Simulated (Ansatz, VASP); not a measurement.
# One calculation of Sb, two programs

```
Sb
1.0
     3.16000    0.00000    0.00000
     0.00000    3.16000    0.00000
     0.00000    0.00000    3.16000
Sb
1
Direct
  0.00000 0.00000 0.00000
```

Alike in both runs: task single point; functional PBE; k mesh 8 × 8 × 8; occupations gaussian, width 0.023 eV; no spin polarisation.

```csv
,VASP,Ansatz
version,VASP 6.6.1,Ansatz 0.2.0
potentials or method,"VASP PAW PBE potentials, release 64 (Sb)",Ansatz PAW
plane-wave cutoff (eV),500,420
valence electrons in the cell,5,15
```

```tsv
	VASP	Ansatz	Ansatz less VASP
gap on the k mesh at the Fermi level (eV)	none	none	-
pressure (GPa)	-2.3	-2.3	+0.04
```

A gap of «none» marks a metal or a gap that the smearing closes. VASP's potentials hold 5 valence electrons a cell and Ansatz's 15, so a difference there can come from the potentials and not from the codes.

Neither program's run includes spin-orbit coupling.
